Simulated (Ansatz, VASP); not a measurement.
Given: the input of a run of VASP 6.6.1 on RbW.

Contents of INCAR:

```
SYSTEM = RbW
ALGO = Fast
EDIFF = 1E-6
ENCUT = 520
GGA = PE
ISIF = 2
ISMEAR = -1
LASPH = .TRUE.
LCHARG = .TRUE.
LELF = .TRUE.
LREAL = .FALSE.
LVHAR = .TRUE.
LWAVE = .FALSE.
NBANDS = 18
NELM = 60
PREC = Accurate
SIGMA = 0.05
```

The input KPOINTS:

```
k-points
0
G
  9 9 5
  0 0 0
```

Contents of POSCAR:

```
RbW
1.0
    3.5701108413      0.0000000000      0.0000000000
   -1.7850554156      3.0918066823      0.0000000000
    0.0000000000      0.0000000000      5.5305307642
Rb W
1 1
Direct
    0.0000000000      0.0000000000      0.5000000000
    0.6666666700      0.3333333300      0.0000000000
```

Potentials or basis: VASP PAW PBE potentials, release 64 (Rb_sv, W_sv).

The run is started by

```console
$ cat potpaw_PBE.64/Rb_sv/POTCAR potpaw_PBE.64/W_sv/POTCAR > POTCAR
$ mpirun -np 1 vasp_std > vasp.out
```

Q: Translate it to Ansatz 0.2.0. Potentials there: all-electron LAPW, scalar-relativistic.

A: As run (the cutoff follows the program's own potentials):

Contents of input.yaml:

```yaml
crystal:
  lattice:
    - [3.5701108413, 0.0, 0.0]
    - [-1.7850554156, 3.0918066823, 0.0]
    - [0.0, 0.0, 5.5305307642]
  atoms:
    - { symbol: Rb, position: [0.0, 0.0, 0.5] }
    - { symbol: W, position: [0.66666667, 0.33333333, 0.0] }
kpoints:
  mp_grid: { grid: [9, 9, 5] }
scf:
  occupations: { method: fermi_dirac, width: 0.05 }
hamiltonian:
  xc: pbe
  pseudopotentials: { kind: all_electron, lapw: { basis_error: 0.0005 } }
output:
  forces: true
  stress: true
  eigenvalues: true
```

Potentials or basis: all-electron LAPW, scalar-relativistic.

Run with:

```sh
$ ansatz run input.yaml --threads 1 --pin off --max-ram 3072MiB --backend cpu --events-out ev --progress --plain --runs-dir out
```

Both were run:

|  | VASP | Ansatz | Ansatz less VASP |
| --- | --- | --- | --- |
| gap on the k mesh at the Fermi level (eV) | none | none | - |
| pressure (GPa) | -6.8 | -6.8 | -0.07 |
| traceless stress, the component that is largest in VASP (GPa) | 15.26 | 15.25 | -0.006 |

A gap of «none» marks a metal or a gap that the smearing closes. Ansatz ran all-electron here, and VASP with PAW potentials.

Neither program's run includes spin-orbit coupling.
